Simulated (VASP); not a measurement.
Runs of VASP 6.6.1 on RbTe2P3. The structure is that of space group P3m1 (No. 156), or close to it. The cells are those of the table. 

```csv
task,cell,k mesh,cutoff (eV),gap on the mesh (eV),pressure (GPa),largest force (eV/Å)
single point,"a = 4.449, b = 4.449, c = 10.538 Å, angles 90.0, 90.0, 120.0°, 6 atoms",6 × 6 × 2,520,none,0.0,0.04
single point,"a = 4.453, b = 4.453, c = 10.542 Å, angles 90.0, 90.0, 120.0°, 6 atoms",12 × 12 × 4,520,none,0.0,0.04
single point,"a = 5.042, b = 5.042, c = 7.964 Å, angles 90.0, 90.0, 120.0°, 6 atoms",6 × 6 × 2,520,none,-3.8,(a)
relaxation of cell and atoms,"relaxed from a = 5.042, b = 5.042, c = 7.964 Å, angles 90.0, 90.0, 120.0°, 6 atoms",6 × 6 × 2,600,none,-0.1,0.03
```

Alike in all rows: level PBE; potentials or basis VASP PAW PBE potentials, release 64 (Rb_sv, Te, P); no spin polarisation; smearing gaussian 0.1 eV.

Q: Fill in the values left out.

A: (a) 1.33.

Caveats: some runs use coarse meshes; spin-orbit coupling is left out, which moves the levels of the heavy elements; forces of over 1 eV/Å act on the atoms, so gaps and moduli don't describe the material at rest (some runs).

A k mesh can miss the band edges, and the runs leave out spin-orbit coupling on Rb, Te.

A gap of «none» marks levels without a gap at the run's occupations.
